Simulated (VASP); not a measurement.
Wanted: the native input for a VASP 6.6.1 run.

```yaml
Task: single point
Functional: PBE
Potentials_or_basis: VASP PAW PBE potentials, release 64 (Ge_d, Si)
Cutoff: 410 eV
k_mesh: 1 × 1 × 1, shifted
Occupations: fermi-dirac, width 0.2585 eV
Spin: no spin polarisation
Dipole_correction: no
Mended: yes
Further_INCAR_settings: LREAL = Auto; ALGO = Normal; EDIFF = 1e-06; NBANDS = 123; ISYM = -1
```

The structure of Si8Ge13 lies in POSCAR:

```
Si8Ge13
1.0
    7.5601650000      0.1896520000     -0.0661850000
    0.1896520000      7.8161600000      0.1196190000
   -0.0661850000      0.1196190000      8.0627960000
Ge Si
13 8
Direct
    0.5131110755      0.5388692100      0.7836672614
    0.4928073226      0.5700393498      0.1756104105
    0.0399470887      0.0589409770      0.6825240819
    0.0967755515      0.6320389536      0.9260797647
    0.5131075464      0.2753501633      0.3091247641
    0.1326074007      0.8694008494      0.4477515939
    0.8187127064      0.5176240876      1.0245764403
   -0.0033777563      0.9062878459      0.1632833322
    0.7793136322      0.8894433936     -0.0665050259
    0.3023879341      0.2524236378      0.0144039217
   -0.1185406371      0.4701289589      0.5886548577
    0.3742141280      0.8001212502      1.0122708870
    0.5514794588      1.0952032694      0.7528472193
    0.2416067314      0.5427615044      0.5445124933
   -0.0132364444      0.2347339234      0.9430392768
    0.7701042416     -0.0592012556      0.5686862156
    0.1276298840      0.2772193363      0.3965427730
    0.8593111383      0.1666900037      0.4379252825
    0.6401082521      0.2915787162      1.0041322155
    0.8044716046      0.6943316996      0.3523829314
    0.5063492648      0.7843474658      0.4326366271
```

The input as run:

INCAR

```
  ALGO = Normal
  EDIFF = 1E-6
  ENCUT = 410
  GGA = PE
  GGA_COMPAT = F
  ISIF = 2
  ISMEAR = -1
  ISYM = -1
  LASPH = T
  LCHARG = T
  LELF = T
  LREAL = Auto
  LVHAR = T
  LWAVE = F
  NBANDS = 123
  NELM = 120
  PREC = Accurate
  SIGMA = 0.2585
```

KPOINTS

```
explicit points
1
Reciprocal
  0.25000000   0.25000000   0.25000000 1
```

Potentials or basis: VASP PAW PBE potentials, release 64 (Ge_d, Si).

Run with:

```console
$ cat potpaw_PBE.64/Ge_d/POTCAR potpaw_PBE.64/Si/POTCAR > POTCAR
$ mpirun -np 1 vasp_std > vasp.out
```

Results of the run:

```yaml
Pressure: -1.1 GPa
Largest_force: 3.149 eV/Å
```

Caveat: the atoms stand as in a frame of molecular dynamics.

Wall time 100 s on 1 thread of Intel(R) Xeon(R) Platinum 8259CL CPU @ 2.50GHz (Skylake/Cascade Lake), on a shared host, peak memory 0.35 GiB.
